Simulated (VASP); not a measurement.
# Cu5AgIr4RuRh (P1) in VASP: relaxation of cell and atoms with PBE

Aim: the relaxation of cell and atoms of Cu5AgIr4RuRh with PBE.

Program: VASP 6.6.1. These are calculated values, not measurements. Logs are shortened: lines on timing, memory, paths and dates and some standing lists are left out, and cuts for length are marked.

**1. The cell of the first run**

The typed cell holds 12 atoms: a = 5.430 Å, b = 5.366 Å, c = 6.595 Å, α = 89.57°, β = 90.23°, γ = 120.34°.

**2. Relaxation of cell and atoms, PBE**

INCAR reads:

```
PREC     = Accurate       # precision mode
ENCUT    = 600            # plane-wave cutoff, eV
EDIFF    = 1E-7           # SCF threshold, eV
ISMEAR   = 0              # smearing method
SIGMA    = 0.1            # smearing width, eV
LREAL    = F              # projectors in reciprocal space
LASPH    = T              # aspherical terms in the spheres
NELM     = 100            # most SCF steps
ALGO     = Fast           # electronic algorithm
ISIF     = 3              # what is computed and relaxed
LWAVE    = F              # write WAVECAR
LCHARG   = F              # write CHGCAR
GGA      = PE             # functional
IBRION   = 2              # ionic algorithm
NSW      = 45             # ionic steps
EDIFFG   = -0.04          # ionic threshold
ISYM     = 0
```

KPOINTS reads:

```
Automatic mesh
0
Gamma
  5 5 3
```

POSCAR reads:

```
Cu5AgIr4RuRh
1.0
   -3.8345218061     -3.8451047729      0.0084456637
    0.0167600990      3.8198990102      3.7683071102
   -3.8066202225      3.8256488529     -3.7908170519
Cu Ru Rh Ag Ir
5 1 1 1 4
Direct
    0.6769432828      0.3297238094      0.3298150610
    0.9891290982      0.4995332198      0.0070780527
    0.8322056619      0.6752740442      0.6649222554
    0.3340860239      0.6756634580      0.6665002218
    0.1692568059      0.8164612890      0.3433526955
    0.6721498255      0.8279911860      0.3157538309
    0.4830948934      0.9897410823      0.0066247901
    0.8286629095      0.1774419941      0.6675007321
    0.0097169477      0.0011231993      0.0120231529
    0.3280164981      0.1759035962      0.6657454786
    0.1875070233      0.3236855619      0.3337632069
    0.4917248204      0.5005918058      0.9974732048
```

Potentials or basis: VASP PAW PBE potentials, release 64 (Cu, Ru_pv, Rh_pv, Ag, Ir).

Command:

```bash
cat potpaw_PBE.64/Cu/POTCAR potpaw_PBE.64/Ru_pv/POTCAR potpaw_PBE.64/Rh_pv/POTCAR potpaw_PBE.64/Ag/POTCAR potpaw_PBE.64/Ir/POTCAR > POTCAR
mpirun -np 1 vasp_std > vasp.out
```

OUTCAR:

```text
PREC = Accurate
   ENCUT = 600
   EDIFF = 1E-7
   ISMEAR = 0
   LREAL = F
   LASPH = T
   NELM = 100
   ISIF = 3
   GGA = PE
   IBRION = 2
   NSW = 45
   EDIFFG = -0.04
   ISYM = 0

 ion  position               nearest neighbor table
   1  0.677  0.330  0.330-   2 2.58   5 2.63   8 2.64  11 2.64   7 2.66   6 2.68   6 2.69   3 2.74
                             5 2.74  12 2.75  10 2.76  11 2.79
   2  0.989  0.500  0.007-   1 2.58   9 2.64   7 2.64   5 2.67   8 2.70  12 2.70  12 2.73   7 2.73
                             9 2.73   3 2.73   4 2.77  11 2.77
   3  0.832  0.675  0.665-   5 2.65   8 2.66  10 2.68  10 2.70   8 2.70   4 2.71  12 2.71   6 2.72
                             4 2.72   2 2.73   1 2.74   9 2.75
   4  0.334  0.676  0.667-   5 2.56  10 2.67  12 2.67   8 2.68   7 2.68   8 2.70  10 2.70   3 2.71
                             3 2.72  11 2.75   2 2.77   6 2.81
   5  0.169  0.816  0.343-   4 2.56   1 2.63   3 2.65   7 2.66   2 2.67  11 2.67  11 2.70   9 2.71
                             6 2.71  10 2.71   6 2.74   1 2.74
   6  0.672  0.828  0.316-   9 2.55  12 2.60   7 2.61  11 2.66   1 2.68   1 2.69   5 2.71  11 2.72
                             3 2.72   5 2.74   4 2.81   8 2.84
   7  0.483  0.990  0.007-   9 2.60   6 2.61   2 2.64  12 2.65   1 2.66   5 2.66   4 2.68  12 2.72
                             2 2.73  10 2.75   8 2.76   9 2.83
   8  0.829  0.177  0.668-   1 2.64   3 2.66   4 2.68   4 2.70   2 2.70   3 2.70  10 2.71  10 2.72
                             7 2.76  11 2.78   9 2.81   6 2.84
   9  0.010  0.001  0.012-   6 2.55   7 2.60  11 2.60  12 2.64   2 2.64   5 2.71  10 2.73   2 2.73
                            12 2.74   3 2.75   8 2.81   7 2.83
  10  0.328  0.176  0.666-  11 2.56  12 2.66   4 2.67   3 2.68   3 2.70   4 2.70   5 2.71   8 2.71
                             8 2.72   9 2.73   7 2.75   1 2.76
  11  0.188  0.324  0.334-  10 2.56   9 2.60  12 2.64   1 2.64   6 2.66   5 2.67   5 2.70   6 2.72
                             4 2.75   2 2.77   8 2.78   1 2.79
  12  0.492  0.501  0.997-   6 2.60   9 2.64  11 2.64   7 2.65  10 2.66   4 2.67   2 2.70   3 2.71
                             7 2.72   2 2.73   9 2.74   1 2.75

IMPORTANT INFORMATION: All symmetrisations will be switched off!
NOSYMM: (Re-)initialisation of all symmetry stuff for point group C_1.

----------------------------------------------------------------------------------------

                                     Primitive cell

  volume of cell :     165.8405

  direct lattice vectors                    reciprocal lattice vectors
    -3.834521806 -3.845104773  0.008445664    -0.174244318 -0.086112759  0.088066706
     0.016760099  3.819899010  3.768307110    -0.087697408  0.087844185  0.176714340
    -3.806620222  3.825648853 -3.790817052    -0.087564863  0.087130711 -0.087934161

  length of vectors
     5.430327755  5.365822195  6.595167972     0.213382835  0.215952296  0.151630415

  position of ions in fractional coordinates (direct lattice)
     0.676943283  0.329723809  0.329815061
     0.989129098  0.499533220  0.007078053
     0.832205662  0.675274044  0.664922255
     0.334086024  0.675663458  0.666500222
     0.169256806  0.816461289  0.343352696
[... 117 lines left out ...]
  Thomas-Fermi vector in A             =   2.623140
   LORBIT       =      0    0 simple, 1 ext, 2 COOP (PROOUT), +10 PAW based schemes
   GGA     = PE    functional components
   LHFCALC =     F    Hartree Fock is set to
   AEXX    =    0.0000 exact exchange contribution
   IVDW    =     0    specifies the selected vdW correction
   LEPSILON=     F    determine dielectric tensor
   LRPA    =     F    only Hartree local field effects (RPA)
 conjugate gradient relaxation of ions
 non-spin polarized calculation
 RMM-DIIS sequential band-by-band and
 Gauss-broadening in eV      SIGMA  =   0.10
  energy-cutoff  :      600.00
  volume of cell :      165.84
 maximum number of plane-waves:      5558
 NGX is ok and might be reduce to    48
   NGX = 21   NGY = 21   NGZ = 27

--------------------------------------- Ionic step        1  -------------------------------------------

 number of electron     131.0000017 magnetization

 Free energy of the ion-electron system (eV)
  ---------------------------------------------------
  ext. energy  EPLUGINS =         0.00000000
  ---------------------------------------------------
  free energy    TOTEN  =       -71.20482893 eV

  energy without entropy =      -71.14065712  energy(sigma->0) =      -71.17274303

------------------------ aborting loop because EDIFF is reached ----------------------------------------

  FORCE on cell =-STRESS in cart. coord.  units (eV):
  Direction    XX          YY          ZZ          XY          YZ          ZX
  --------------------------------------------------------------------------------------
  -------------------------------------------------------------------------------------
  Total        0.3525054      0.7809795      0.0594138     -0.1015427     -0.1627261     -0.0180725
  in kB        3.4055393      7.5450081      0.5739942     -0.9809994     -1.5720895     -0.1745974
  external PRESSURE =       3.8415139 kB  Pullay stress =       0.0000000 kB
[... 217 lines left out ...]
--------------------------------------- Ionic step        6  -------------------------------------------

 number of electron     131.0000017 magnetization

 Free energy of the ion-electron system (eV)
  ---------------------------------------------------
  ext. energy  EPLUGINS =         0.00000000
  ---------------------------------------------------
  free energy    TOTEN  =       -71.21375206 eV

  energy without entropy =      -71.14885708  energy(sigma->0) =      -71.18130457

 E-fermi :   8.6838     XC(G=0): -13.1340

 val. band max:        8.6832920848   @ k =   0.4000   0.2000   0.0000
 cond. band min:       8.6852335352   @ k =   0.0000   0.2000   0.0000
 fundamental gap:      0.0019414504
 Fermi energy:         8.6838228577

 k-point     1 :       0.0000    0.0000    0.0000
  band No.  band energies     occupation
      1     -37.7090      2.00000
      2     -37.3981      2.00000
      3     -37.3453      2.00000
      4     -33.8916      2.00000
      5     -33.8311      2.00000
      6     -33.7421      2.00000
[... 1909 lines left out ...]
     76      12.8820      0.00000
     77      14.8621      0.00000

 [... further k-points ...]

 [bands above 77 left out]

------------------------ aborting loop because EDIFF is reached ----------------------------------------

  FORCE on cell =-STRESS in cart. coord.  units (eV):
  Direction    XX          YY          ZZ          XY          YZ          ZX
  --------------------------------------------------------------------------------------
  -------------------------------------------------------------------------------------
  Total       -0.0134262      0.0108653      0.1124601     -0.0257264      0.0026361      0.0025487
  in kB       -0.1296532      0.1049228      1.0859972     -0.2484331      0.0254564      0.0246121
  external PRESSURE =       0.3537556 kB  Pullay stress =       0.0000000 kB
[... 27 lines left out ...]
  FREE ENERGIE OF THE ION-ELECTRON SYSTEM (eV)
  ---------------------------------------------------
  free  energy   TOTEN  =       -71.2137520579 eV

  energy  without entropy=      -71.1488570842  energy(sigma->0) =      -71.18130457

 reached required accuracy - stopping structural energy minimisation
```

CONTCAR:

```text
Cu5AgIr4RuRh
   1.00000000000000
    -3.8322145076728686   -3.8561411544864010    0.0126792766877012
     0.0145564741093590    3.8288797979578475    3.7580842920447419
    -3.8034714329892241    3.8399797164168756   -3.7837103229495663
  Cu              Ru              Rh              Ag              Ir
     5     1     1     1     4
Direct
     0.6775659457922086    0.3305924661811462    0.3306885485989394
     0.9896415703566588    0.5004724473725991    0.0069258109628558
     0.8323093249910911    0.6755722968087581    0.6653982290390228
     0.3340353334264051    0.6760179520288767    0.6664820068747186
     0.1686083214804555    0.8155774262285043    0.3437541353954899
     0.6720830385582285    0.8286430682383017    0.3184719743451785
     0.4853947717783414    0.9899256788407331    0.0058695129919169
     0.8280443377233335    0.1769903233841353    0.6674288788778565
     0.0077290247492637    0.0008046236830673    0.0101142555919355
     0.3285326746543857    0.1771972712364214    0.6649693906397180
     0.1864758672102281    0.3237292722375412    0.3320591425185213
     0.4920735798793991    0.4976114197599195    0.9983907968638560

  0.00000000E+00  0.00000000E+00  0.00000000E+00
  0.00000000E+00  0.00000000E+00  0.00000000E+00
  0.00000000E+00  0.00000000E+00  0.00000000E+00
  0.00000000E+00  0.00000000E+00  0.00000000E+00
  0.00000000E+00  0.00000000E+00  0.00000000E+00
  0.00000000E+00  0.00000000E+00  0.00000000E+00
  0.00000000E+00  0.00000000E+00  0.00000000E+00
  0.00000000E+00  0.00000000E+00  0.00000000E+00
  0.00000000E+00  0.00000000E+00  0.00000000E+00
  0.00000000E+00  0.00000000E+00  0.00000000E+00
  0.00000000E+00  0.00000000E+00  0.00000000E+00
  0.00000000E+00  0.00000000E+00  0.00000000E+00
```

Run time: 2.9 h. Hardware: 1 thread of Oxide Virtual Turin-like, shared host; peak memory 0.74 GiB.

What came out:

| Property | Result |
| --- | --- |
| Free energy | -71.2138 eV |
| Relaxed volume | 13.83 Å³/atom |
| Relaxed cell | a = 5.437 Å, b = 5.365 Å, c = 6.598 Å, α = 89.31°, β = 90.45°, γ = 120.43° |
| Space group after relaxing (to 0.1 Å) | P1 (No. 1) |
| Energy gained by relaxing | 0.7 meV/atom |
| Ionic steps | 6 |
| Pressure after relaxing | 0.0 GPa |
| Largest force after relaxing | 0.035 eV/Å |
| Band gap on the k mesh | zero (an odd number of electrons rules out a gap without spin polarisation) |

Forces on the atoms (eV/Å):
```
Cu   0.000  0.013  0.003
Cu  -0.011 -0.008  0.023
Cu  -0.016  0.007 -0.006
Cu   0.001  0.009 -0.006
Cu   0.009 -0.002  0.014
Ru   0.006 -0.025 -0.024
Rh   0.003  0.010 -0.004
Ag   0.004  0.000  0.027
Ir  -0.012 -0.017  0.001
Ir   0.003  0.018  0.005
Ir   0.028  0.008 -0.007
Ir  -0.015 -0.014 -0.026
```

Step by step:
| step | energy change (eV) | largest force (eV/Å) | pressure (GPa) | volume (Å³) |
| --- | --- | --- | --- | --- |
| 1 | 0.0000 | 0.2765 | 0.38 | 165.84 |
| 2 | -0.0048 | 0.1061 | -0.85 | 166.64 |
| 3 | -0.0051 | 0.1060 | -0.62 | 166.48 |
| 4 | -0.0078 | 0.0974 | 0.32 | 165.68 |
| 5 | -0.0080 | 0.0887 | 0.14 | 165.83 |
| 6 | -0.0089 | 0.0350 | 0.04 | 165.91 |

Final structure:
```
Cu Ru Rh Ag Ir
1.0
    -3.83221   -3.85614    0.01268
     0.01456    3.82888    3.75808
    -3.80347    3.83998   -3.78371
Cu Ru Rh Ag Ir
5 1 1 1 4
Direct
  0.67757 0.33059 0.33069
  0.98964 0.50047 0.00693
  0.83231 0.67557 0.66540
  0.33404 0.67602 0.66648
  0.16861 0.81558 0.34375
  0.67208 0.82864 0.31847
  0.48539 0.98993 0.00587
  0.82804 0.17699 0.66743
  0.00773 0.00080 0.01011
  0.32853 0.17720 0.66497
  0.18648 0.32373 0.33206
  0.49207 0.49761 0.99839
```

Levels at points of the mesh, in eV from the Fermi level:
| k point | band 61 | band 62 | band 63 | band 64 | band 65 | band 66 | band 67 | band 68 | band 69 | band 70 |
| --- | --- | --- | --- | --- | --- | --- | --- | --- | --- | --- |
| (0.00, 0.00, 0.00) | -0.03 | 0.05 | 0.09 | 0.14 | 0.33 | 0.46 | 0.83 | 1.06 | 1.53 | 1.58 |

Caveat: spin-orbit coupling is left out, which moves the levels of the heavy elements.
